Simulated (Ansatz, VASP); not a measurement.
**CdSe in VASP and in Ansatz**

INCAR

```
SYSTEM = CdSe
  PREC = Accurate
  ENCUT = 520
  EDIFF = 1E-7
  ISMEAR = -1
  SIGMA = 0.03
  LREAL = .False.
  LASPH = .True.
  NELM = 100
  ALGO = Normal
  ISIF = 2
  LWAVE = .False.
  LCHARG = .False.
  GGA = CA
  NBANDS = 16
```

The input KPOINTS:

```
regular mesh
0
Gamma
  8 8 8
  0 0 0
```

POSCAR

```
CdSe
1.0
    0.0307027120      3.0856225546      3.0856225546
    3.0856225546      0.0307027120      3.0856225546
    3.0856225546      3.0856225546      0.0307027120
Cd Se
1 1
Direct
    0.0000000000      0.0000000000      0.0000000000
    0.2500000000      0.2500000000      0.2500000000
```

Input for Ansatz:

```yaml
crystal:
  lattice:
    - [0.030702712, 3.0856225546, 3.0856225546]
    - [3.0856225546, 0.030702712, 3.0856225546]
    - [3.0856225546, 3.0856225546, 0.030702712]
  atoms:
    - { symbol: Cd, position: [0.0, 0.0, 0.0] }
    - { symbol: Se, position: [0.25, 0.25, 0.25] }
kpoints:
  mp_grid: { grid: [8, 8, 8] }
  band_path:
    path:
      - [0.0, 0.0, 0.0]
      - [-0.5, -0.5, -0.5]
      - [-0.5, -0.247543133, -0.752456867]
      - [-0.247543133, 0.247543133, -0.5]
      - [0.0, 0.0, -0.5]
      - [0.0, 0.0, 0.0]
      - [0.0, 0.3737715665, -0.3737715665]
      - [-0.3737715665, 0.0, -0.6262284335]
      - [-0.5, 0.0, -0.5]
    npoints: 5
scf:
  occupations: { method: fermi_dirac, width: 0.03 }
hamiltonian:
  xc: lda
  pseudopotentials: { kind: all_electron, lapw: { basis_error: 0.001 } }
output:
  forces: true
  stress: true
  eigenvalues: true
```

Change from the starting cell: equal xy, yz and zx shear strains of +1 %.

Alike in both runs: task single point; functional LDA; k mesh 8 × 8 × 8; occupations fermi-dirac, width 0.03 eV; no spin polarisation.

|  | VASP | Ansatz |
| --- | --- | --- |
| version | VASP 6.6.1 | Ansatz 0.2.0 |
| potentials or method | VASP PAW LDA potentials, release 64 (Cd, Se), cutoff 520 eV | all-electron LAPW, scalar-relativistic |

|  | VASP | Ansatz | Ansatz less VASP |
| --- | --- | --- | --- |
| pressure (GPa) | -2.9 | -3.2 | -0.36 |
| traceless stress, the component that is largest in VASP (GPa) | -0.39 | -0.37 | +0.014 |
| rms of the force components (eV/Å) | 0.045 | 0.042 | -0.0032 |

LDA's correlation is that of Perdew and Zunger in VASP and of Perdew and Wang (1992) in Ansatz. Atom by atom the forces differ by 0.003 eV/Å (rms over components). Ansatz ran all-electron here, and VASP with PAW potentials.
